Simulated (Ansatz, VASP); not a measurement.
# AlRu: VASP beside Ansatz

Contents of INCAR:

```
PREC     = Accurate       # precision mode
ENCUT    = 520            # plane-wave cutoff, eV
EDIFF    = 1E-6           # SCF threshold, eV
ISMEAR   = 0              # smearing method
SIGMA    = 0.15           # smearing width, eV
LREAL    = F              # projectors in reciprocal space
LASPH    = T              # aspherical terms in the spheres
NELM     = 100            # most SCF steps
ALGO     = Fast           # electronic algorithm
ISIF     = 2              # what is computed and relaxed
LWAVE    = F              # write WAVECAR
LCHARG   = F              # write CHGCAR
GGA      = PE             # functional
NBANDS   = 16             # bands
```

The input KPOINTS:

```
Automatic mesh
0
Gamma
  16 16 16
```

Contents of POSCAR:

```
AlRu
1.0
    2.9916000000      0.0000000000      0.0560925000
    0.0000000000      2.9916000000      0.0000000000
    0.0560925000      0.0000000000      2.9916000000
Al Ru
1 1
Direct
    0.0000000000      0.0000000000      0.0000000000
    0.5000000000      0.5000000000      0.5000000000
```

Input for Ansatz:

```yaml
crystal:
  lattice:
    - [2.9916, 0.0, 0.0560925]
    - [0.0, 2.9916, 0.0]
    - [0.0560925, 0.0, 2.9916]
  atoms:
    - { symbol: Al, position: [0.0, 0.0, 0.0] }
    - { symbol: Ru, position: [0.5, 0.5, 0.5] }
basis:
  ecutwfc: 420
kpoints:
  mp_grid: { grid: [16, 16, 16] }
hamiltonian:
  xc: pbe
scf:
  occupations: { method: gaussian, width: 0.15 }
output:
  forces: true
  stress: true
  eigenvalues: true
  write_density: true
  write_potential: true
  elf: true
  volumetric_format: npy
```

Change from the starting cell: strain +0.0375 x Voigt [0, 0, 0, 0, 1, 0], atoms carried along.

Alike in both runs: task single point; functional PBE; k mesh 16 × 16 × 16; occupations gaussian, width 0.15 eV; no spin polarisation.

```csv
,VASP,Ansatz
version,VASP 6.6.1,Ansatz 0.2.0
potentials or method,"VASP PAW PBE potentials, release 64 (Al, Ru_pv), cutoff 520 eV","scalar-relativistic, plane waves, PAW"
valence electrons in the cell,17,19
```

|  | VASP | Ansatz | Ansatz less VASP |
| --- | --- | --- | --- |
| gap on the k mesh at the Fermi level (eV) | none | none | - |
| pressure (GPa) | 2.9 | 2.9 | +0.05 |
| traceless stress, the component that is largest in VASP (GPa) | -4.88 | -4.87 | +0.011 |

A gap of «none» marks a metal or a gap that the smearing closes. The functional is the same, so the differences come from potentials, cutoffs and numerics. VASP's potentials hold 17 valence electrons a cell and Ansatz's 19, so a difference there can come from the potentials and not from the codes.
